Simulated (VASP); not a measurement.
# Mg (P6_3/mmc) in VASP: further runs

Runs on Mg. Level: r2SCAN. Tasks: relaxation of shape and atoms at fixed volume.

All numbers are computed with VASP 6.6.1; they aren't measurements. Logs are shortened: lines on timing, memory, paths and dates and some standing lists are left out, and cuts for length are marked.

## Step 1: The cell of the first run

The structure is hexagonal, space group P6_3/mmc (No. 194). Conventional cell: a = 3.143 Å, b = 3.143 Å, c = 5.067 Å, α = 90.00°, β = 90.00°, γ = 120.00°. Within 4.1 Å of Mg (site symmetry -6m2) lie 12 Mg at 3.12 to 3.14 Å.

## Step 2: Relaxation of shape and atoms at fixed volume, r2SCAN (volume scaled by 0.960)

Contents of POSCAR:

```
Mg
1.0
    3.1428346723      0.0000000000      0.0000000000
   -1.5714173362      2.7217746661      0.0000000000
    0.0000000000      0.0000000000      5.0672002045
Mg
2
Direct
    0.3333333333      0.6666666667      0.2500000000
    0.6666666667      0.3333333333      0.7500000000
```

Contents of INCAR.step1:

```
SYSTEM = Mg
  PREC = Accurate
  ENCUT = 600
  ISMEAR = 0
  SIGMA = 0.05
  LREAL = .FALSE.
  LASPH = .TRUE.
  NELM = 80
  GGA = PE
  ALGO = Normal
  EDIFF = 1E-4
  LWAVE = .TRUE.
  LCHARG = .FALSE.
```

Contents of INCAR.step2:

```
SYSTEM = Mg
  PREC = Accurate
  ENCUT = 600
  EDIFF = 1E-6
  ISMEAR = 0
  SIGMA = 0.05
  LREAL = .FALSE.
  LASPH = .TRUE.
  NELM = 80
  ALGO = Normal
  ISIF = 4
  LWAVE = .FALSE.
  LCHARG = .FALSE.
  METAGGA = R2SCAN
  LMIXTAU = .TRUE.
  IBRION = 2
  NSW = 60
  EDIFFG = -0.01
  ISTART = 1
```

Contents of KPOINTS:

```
regular mesh
0
G
  16 16 10
  0 0 0
```

Potentials or basis: VASP PAW PBE potentials, release 64 (Mg).

Command:

```
$ cat potpaw_PBE.64/Mg/POTCAR > POTCAR
$ cp INCAR.step1 INCAR
$ mpirun -np 1 vasp_std > vasp.out
$ cp INCAR.step2 INCAR
$ mpirun -np 1 vasp_std > vasp.out
```

OUTCAR:

```text
SYSTEM = Mg
   PREC = Accurate
   ENCUT = 600
   EDIFF = 1E-6
   ISMEAR = 0
   LREAL = .FALSE.
   LASPH = .TRUE.
   NELM = 80
   ISIF = 4
   METAGGA = R2SCAN
   IBRION = 2
   NSW = 60
   EDIFFG = -0.01
   ISTART = 1

 ion  position               nearest neighbor table
   1  0.333  0.667  0.250-   2 3.12   2 3.12   2 3.12   2 3.12   2 3.12   2 3.12
   2  0.667  0.333  0.750-   1 3.12   1 3.12   1 3.12   1 3.12   1 3.12   1 3.12

  LATTYP: Found a hexagonal cell.
 ALAT       =     3.1428346723
 C/A-ratio  =     1.6123025017

  Lattice vectors:

 A1 = (   3.1428346723,   0.0000000000,   0.0000000000)
 A2 = (  -1.5714173362,   2.7217746661,   0.0000000000)
 A3 = (   0.0000000000,   0.0000000000,   5.0672002045)

Analysis of symmetry for initial positions (statically):
=====================================================================
 Subroutine PRICEL returns:
 Original cell was already a primitive cell.

 Routine SETGRP: Setting up the symmetry group for a
 hexagonal supercell.

 Subroutine GETGRP returns: Found 24 space group operations
 (whereof 12 operations were pure point group operations)
 out of a pool of 24 trial point group operations.

The static configuration has the point symmetry D_3d.
 The point group associated with its full space group is D_6h.

Analysis of symmetry for dynamics (positions and initial velocities):
=====================================================================
 Subroutine PRICEL returns:
 Original cell was already a primitive cell.

 Routine SETGRP: Setting up the symmetry group for a
 hexagonal supercell.

 Subroutine GETGRP returns: Found 24 space group operations
 (whereof 12 operations were pure point group operations)
 out of a pool of 24 trial point group operations.

The dynamic configuration has the point symmetry D_3d.
 The point group associated with its full space group is D_6h.

 Subroutine INISYM returns: Found 24 space group operations
 (whereof 12 operations are pure point group operations),
 and found     1 'primitive' translations

----------------------------------------------------------------------------------------

                                     Primitive cell

  volume of cell :      43.3453

  direct lattice vectors                    reciprocal lattice vectors
     3.142834672  0.000000000  0.000000000     0.318184093  0.183703672  0.000000000
    -1.571417336  2.721774666  0.000000000     0.000000000  0.367407344  0.000000000
     0.000000000  0.000000000  5.067200204     0.000000000  0.000000000  0.197347640

  length of vectors
     3.142834672  3.142834672  5.067200204     0.367407344  0.367407344  0.197347640

  position of ions in fractional coordinates (direct lattice)
     0.333333333  0.666666667  0.250000000
     0.666666667  0.333333333  0.750000000

  ion indices of the primitive-cell ions
   primitive index   ion index
                 1           1
                 2           2

----------------------------------------------------------------------------------------

 KPOINTS: regular mesh

Automatic generation of k-mesh.
 Grid dimensions read from file:
 generate k-points for:   16   16   10

 Generating k-lattice:

  Cartesian coordinates                     Fractional coordinates (reciprocal lattice)
     0.019886506  0.011481479  0.000000000     0.062500000  0.000000000  0.000000000
     0.000000000  0.022962959  0.000000000     0.000000000  0.062500000  0.000000000
     0.000000000  0.000000000  0.019734764     0.000000000  0.000000000  0.100000000

  Length of vectors
     0.022962959  0.022962959  0.019734764

  Shift w.r.t. Gamma in fractional coordinates (k-lattice)
     0.000000000  0.000000000  0.000000000

 Subroutine IBZKPT returns following result:
 ===========================================

 Found    180 irreducible k-points:

 Following reciprocal coordinates:
            Coordinates               Weight
  0.000000  0.000000  0.000000      1.000000
  0.062500  0.000000  0.000000      6.000000
  0.125000  0.000000  0.000000      6.000000
  0.187500 -0.000000  0.000000      6.000000
  0.250000  0.000000  0.000000      6.000000
  0.312500 -0.000000  0.000000      6.000000
[... 16 lines left out ...]
  0.187500  0.187500  0.000000      6.000000
  0.250000  0.187500  0.000000     12.000000
 [... further k-points ...]
   k-points           NKPTS =    180   k-points in BZ     NKDIM =    180   number of bands    NBANDS=      6
   number of dos      NEDOS =    301   number of ions     NIONS =      2
   total plane-waves  NPLWV =  31360
   dimension x,y,z NGX =    28 NGY =   28 NGZ =   40
   dimension x,y,z NGXF=    56 NGYF=   56 NGZF=   80
   ions per type =               2
   NGX,Y,Z   is equivalent  to a cutoff of  14.81, 14.81, 13.12 a.u.
   NGXF,Y,Z  is equivalent  to a cutoff of  29.62, 29.62, 26.25 a.u.
 SYSTEM =  Mg
   PREC   = accura    normal or accurate (medium, high low for compatibility)
   ISTART =      1    job   : 0-new  1-cont  2-samecut
   ICHARG =      0    charge: 1-file 2-atom 10-const
   ISPIN  =      1    spin polarized calculation?
   LNONCOLLINEAR =      F non collinear calculations
   LSORBIT =      F    spin-orbit coupling
   LASPH  =      T    aspherical Exc in radial PAW
   ENCUT  =  600.0 eV  44.10 Ry    6.64 a.u.   6.28  6.28 10.12*2*pi/ulx,y,z
   NELM   =     80;   NELMIN=  2; NELMDL=  0     # of ELM steps
   EDIFF  = 0.1E-05   stopping-criterion for ELM
   LREAL  =      F    real-space projection
   EDIFFG = -.1E-01   stopping-criterion for IOM
   NSW    =     60    number of steps for IOM
   IBRION =      2    ionic relax: 0-MD 1-quasi-New 2-CG
   NFREE  =      1    steps in history (QN), initial steepest desc. (CG)
   ISIF   =      4    stress and relaxation
   ISYM   =      2    0-nonsym 1-usesym 2-fastsym
   POTIM  = 0.5000    time-step for ionic-motion
   TEBEG  =    0.0;   TEEND  =   0.0 temperature during run
   PSTRESS=    0.0 pullay stress
   NELECT =       4.0000    total number of electrons
   NUPDOWN=      -1.0000    fix difference up-down
   EMIN   =  10.00;   EMAX   =-10.00  energy-range for DOS
   EFERMI =   0.00;   METHOD = LEGACY
   ISMEAR =     0;   SIGMA  =   0.05  broadening in eV -4-tet -1-fermi 0-gaus
   EFERMI_NEDOS =   21; number of points for ismear=-14 and -15
   IALGO  =     38    algorithm
   IMIX   =      4    mixing-type and parameters
     AMIX     =   0.40;   BMIX     =  1.00
     AMIX_MAG =   1.60;   BMIX_MAG =  1.00
  volume/ion in A,a.u.               =      21.67       146.25
  Fermi-wavevector in a.u.,A,eV,Ry     =   0.739800  1.398019  7.446521  0.547304
  Thomas-Fermi vector in A             =   1.834049
   LORBIT       =      0    0 simple, 1 ext, 2 COOP (PROOUT), +10 PAW based schemes
   METAGGA = R2SCAN    functional components
   LHFCALC =     F    Hartree Fock is set to
   AEXX    =    0.0000 exact exchange contribution
   IVDW    =     0    specifies the selected vdW correction
   LEPSILON=     F    determine dielectric tensor
   LRPA    =     F    only Hartree local field effects (RPA)
 conjugate gradient relaxation of ions
 non-spin polarized calculation
 Gauss-broadening in eV      SIGMA  =   0.05
  energy-cutoff  :      600.00
  volume of cell :       43.35
 maximum number of plane-waves:      1466
 NGX is ok and might be reduce to    28
   NGX = 13   NGY = 13   NGZ = 21

 number of electron       4.0000000 magnetization

 Free energy of the ion-electron system (eV)
  ---------------------------------------------------
  ext. energy  EPLUGINS =         0.00000000
  ---------------------------------------------------
  free energy    TOTEN  =        -8.28343243 eV

  energy without entropy =       -8.28249438  energy(sigma->0) =       -8.28296340

 E-fermi :   2.9770     XC(G=0):  -9.2274

 val. band max:        2.9664037123   @ k =   0.4375   0.0625   0.5000
 cond. band min:       2.9833076467   @ k =   0.5000   0.0000   0.4000
 fundamental gap:      0.0169039344
 Fermi energy:         2.9770087468

 k-point     1 :       0.0000    0.0000    0.0000
  band No.  band energies     occupation
      1      -4.6949      2.00000
      2       0.9905      2.00000
      3       1.8271      2.00000
      4      14.9200      0.00000
      5      14.9200      0.00000
      6      15.1835      0.00000

 k-point     2 :       0.0625    0.0000    0.0000
  band No.  band energies     occupation
      1      -4.6103      2.00000
      2       1.0681      2.00000
      3       1.9072      2.00000
      4      13.1765      0.00000
      5      14.0050      0.00000
      6      14.8483      0.00000

 k-point     3 :       0.1250    0.0000    0.0000
  band No.  band energies     occupation
      1      -4.3568      2.00000
      2       1.3011      2.00000
      3       2.1450      2.00000
      4      11.0766      0.00000
      5      13.1007      0.00000
      6      13.8530      0.00000

 k-point     4 :       0.1875   -0.0000    0.0000
  band No.  band energies     occupation
      1      -3.9358      2.00000
      2       1.6897      2.00000
      3       2.5319      2.00000
      4       9.0553      0.00000
      5      12.3316      0.00000
      6      12.7801      0.00000

 k-point     5 :       0.2500    0.0000    0.0000
  band No.  band energies     occupation
      1      -3.3497      2.00000
      2       2.2343      2.00000
      3       3.0426      0.06344
      4       7.1812      0.00000
      5      11.6731      0.00000
      6      11.7020      0.00000
[... 136 lines left out ...]
 k-point    21 :       0.3750    0.1250    0.0000
  band No.  band energies     occupation
      1      -0.3980      2.00000
      2       2.1186      2.00000
      3       5.0415      0.00000
      4       5.8468      0.00000
      5       7.2485      0.00000
      6       7.5611      0.00000

 k-point    22 :       0.4375    0.1250    0.0000
  band No.  band energies     occupation
      1       0.6976      2.00000
      2       0.9074      2.00000
      3       6.0967      0.00000
      4       6.3319      0.00000
      5       6.3486      0.00000
      6       6.9592      0.00000

 k-point    23 :       0.1875    0.1875    0.0000
  band No.  band energies     occupation
      1      -2.4363      2.00000
      2       3.0914      0.00121
      3       3.7585      0.00000
      4       6.3955      0.00000
      5       7.2675      0.00000
      6      11.5781      0.00000

 k-point    24 :       0.2500    0.1875    0.0000
  band No.  band energies     occupation
      1      -1.6141      2.00000
      2       3.8716      0.00000
      3       4.0308      0.00000
      4       5.2349      0.00000
      5       6.7216      0.00000
      6      10.1056      0.00000

 [... further k-points ...]
[... 5 lines left out ...]
  --------------------------------------------------------------------------------------
  -------------------------------------------------------------------------------------
  Total        0.4091889      0.4091889      0.3890742     -0.0000000     -0.0000000      0.0000000
  in kB       15.1249044     15.1249044     14.3814024     -0.0000000     -0.0000000      0.0000000
  external PRESSURE =      14.8770704 kB  Pullay stress =       0.0000000 kB

 VOLUME and BASIS-vectors are now :
 -----------------------------------------------------------------------------
  energy-cutoff  :      600.00
  volume of cell :       43.35
      direct lattice vectors                 reciprocal lattice vectors
     3.142834672  0.000000000  0.000000000     0.318184093  0.183703672  0.000000000
    -1.571417336  2.721774666  0.000000000     0.000000000  0.367407344  0.000000000
     0.000000000  0.000000000  5.067200204     0.000000000  0.000000000  0.197347640

 POSITION                                       TOTAL-FORCE (eV/Angst)
 -----------------------------------------------------------------------------------
     -0.00000      1.81452      1.26680         0.000000     -0.000000      0.000000
      1.57142      0.90726      3.80040        -0.000000      0.000000      0.000000
 -----------------------------------------------------------------------------------
    total drift:                                0.000000     -0.000000      0.000000

  FREE ENERGIE OF THE ION-ELECTRON SYSTEM (eV)
  ---------------------------------------------------
  free  energy   TOTEN  =        -8.2834324257 eV

  energy  without entropy=       -8.2824943807  energy(sigma->0) =       -8.28296340

 reached required accuracy - stopping structural energy minimisation
```

It took 4.1 min on 1 thread of AMD EPYC 9755, shared host; peak memory 0.19 GiB.

What came out:

```yaml
Free_energy: -8.2834 eV
Pressure_after_relaxing: 1.5 GPa
Band_gap_on_the_k_mesh: zero (band 2 reaches 3.98 eV, above the bottom of band 3 at 1.83 eV)
```

Final structure:
```xyz
2
Lattice="3.1428 0.0000 0.0000 -1.5714 2.7218 0.0000 0.0000 0.0000 5.0672" Properties=species:S:1:pos:R:3 pbc="T T T"
Mg    0.0000    1.8145    1.2668
Mg    1.5714    0.9073    3.8004
```

Caveat: the relaxation stopped at its first step, so nothing moved; the PAW data sets were made with another functional, which shifts forces and pressure a little.

## Step 3: Relaxation of shape and atoms at fixed volume, r2SCAN (volume scaled by 0.800)

Contents of POSCAR:

```
Mg
1.0
    2.9575206594      0.0000000000      0.0000000000
   -1.4787603297      2.5612880233      0.0000000000
    0.0000000000      0.0000000000      4.7684179580
Mg
2
Direct
    0.3333333333      0.6666666667      0.2500000000
    0.6666666667      0.3333333333      0.7500000000
```

Contents of INCAR.step1:

```
PREC = Accurate
ENCUT = 600
ISMEAR = 0
SIGMA = 0.05
LREAL = F
LASPH = T
NELM = 60
GGA = PE
ALGO = Normal
EDIFF = 1E-4
LWAVE = T
LCHARG = F
```

Contents of INCAR.step2:

```
PREC = Accurate
ENCUT = 600
EDIFF = 1E-6
ISMEAR = 0
SIGMA = 0.05
LREAL = F
LASPH = T
NELM = 60
ALGO = Normal
ISIF = 4
LWAVE = F
LCHARG = F
METAGGA = R2SCAN
LMIXTAU = T
IBRION = 2
NSW = 60
EDIFFG = -0.01
ISTART = 1
```

Contents of KPOINTS:

```
regular mesh
0
Gamma
  18 18 10
```

Potentials or basis: VASP PAW PBE potentials, release 64 (Mg).

Command:

```
$ cat potpaw_PBE.64/Mg/POTCAR > POTCAR
$ cp INCAR.step1 INCAR
$ mpirun -np 1 vasp_std > vasp.out
$ cp INCAR.step2 INCAR
$ mpirun -np 1 vasp_std > vasp.out
```

Run time: 3.3 min. Hardware: 1 thread of AMD EPYC 9755, shared host; peak memory 0.18 GiB.

It converged, with:

* Free energy: -7.9966 eV
* Pressure after relaxing: 13.2 GPa
* Band gap on the k mesh: zero (band 2 reaches 5.00 eV, above the bottom of band 3 at 2.90 eV)

Final structure:
```yaml
crystal:
  lattice:
    - [2.95752, 0.00000, 0.00000]
    - [-1.47876, 2.56129, 0.00000]
    - [0.00000, 0.00000, 4.76842]
  atoms:
    - { symbol: Mg, position: [0.33333, 0.66667, 0.25000] }
    - { symbol: Mg, position: [0.66667, 0.33333, 0.75000] }
```

Levels at points of the mesh, in eV from the Fermi level:
| k point | band 1 | band 2 | band 3 | band 4 | band 5 | band 6 |
| --- | --- | --- | --- | --- | --- | --- |
| (0.00, 0.00, 0.00) | -8.53 | -2.27 | -1.13 | 13.10 | 13.10 | 13.78 |
| (0.50, 0.00, 0.00) | -2.85 | -2.47 | 3.20 | 3.23 | 4.41 | 4.58 |
| (0.00, 0.00, 0.50) | -6.79 | -6.79 | 6.28 | 6.28 | 13.90 | 13.90 |
| (0.50, 0.00, 0.50) | -1.55 | -1.55 | -0.35 | -0.35 | 9.37 | 9.37 |

Caveat: the relaxation stopped at its first step, so nothing moved; the PAW data sets were made with another functional, which shifts forces and pressure a little.

## Step 4: Relaxation of shape and atoms at fixed volume, r2SCAN (volume scaled by 0.920)

Contents of POSCAR:

```
Mg
1.0
    3.0985634982      0.0000000000      0.0000000000
   -1.5492817491      2.6834347047      0.0000000000
    0.0000000000      0.0000000000      4.9958216797
Mg
2
Direct
    0.3333333333      0.6666666667      0.2500000000
    0.6666666667      0.3333333333      0.7500000000
```

Contents of INCAR.step1:

```
  PREC = Accurate
  ENCUT = 600
  ISMEAR = 0
  SIGMA = 0.05
  LREAL = False
  LASPH = True
  NELM = 60
  GGA = PE
  ALGO = Normal
  EDIFF = 1E-4
  LWAVE = True
  LCHARG = False
```

Contents of INCAR.step2:

```
  PREC = Accurate
  ENCUT = 600
  EDIFF = 1E-7
  ISMEAR = 0
  SIGMA = 0.05
  LREAL = False
  LASPH = True
  NELM = 60
  ALGO = Normal
  ISIF = 4
  LWAVE = False
  LCHARG = False
  METAGGA = R2SCAN
  LMIXTAU = True
  IBRION = 2
  NSW = 60
  EDIFFG = -0.01
  ISTART = 1
```

Contents of KPOINTS:

```
Automatic mesh
0
Gamma
  16 16 10
```

Command:

```
$ cat potpaw_PBE.64/Mg/POTCAR > POTCAR
$ cp INCAR.step1 INCAR
$ mpirun -np 1 vasp_std > vasp.out
$ cp INCAR.step2 INCAR
$ mpirun -np 1 vasp_std > vasp.out
```

It took 3.9 min on 1 thread of Oxide Virtual Turin-like, shared host; peak memory 0.19 GiB.

The run converged. Its results:

```
Free energy             : -8.2551 eV
Pressure after relaxing : 3.6 GPa
Band gap on the k mesh  : zero (band 2 reaches 4.22 eV, above the bottom of band 3 at 2.06 eV)
```

Stress tensor (GPa, compression positive):
```
3.64 0.00 0.00
0.00 3.64 0.00
0.00 0.00 3.56
```

Final structure:
```
CELL_PARAMETERS angstrom
3.09856 0.00000 0.00000
-1.54928 2.68343 0.00000
0.00000 0.00000 4.99582
ATOMIC_POSITIONS crystal
Mg 0.33333 0.66667 0.25000
Mg 0.66667 0.33333 0.75000
```

Levels at points of the mesh, in eV from the Fermi level:
```tsv
k point	band 1	band 2	band 3	band 4	band 5	band 6
(0.00, 0.00, 0.00)	-7.87	-2.06	-1.15	12.20	12.20	12.56
(0.50, 0.00, 0.00)	-2.60	-2.35	2.96	3.14	3.91	4.26
(0.00, 0.00, 0.50)	-6.28	-6.28	5.80	5.80	12.98	12.98
(0.50, 0.00, 0.50)	-1.40	-1.40	-0.40	-0.40	8.85	8.85
```

Caveat: the relaxation stopped at its first step, so nothing moved; the PAW data sets were made with another functional, which shifts forces and pressure a little.

(Part 1 of 2 ends here.)
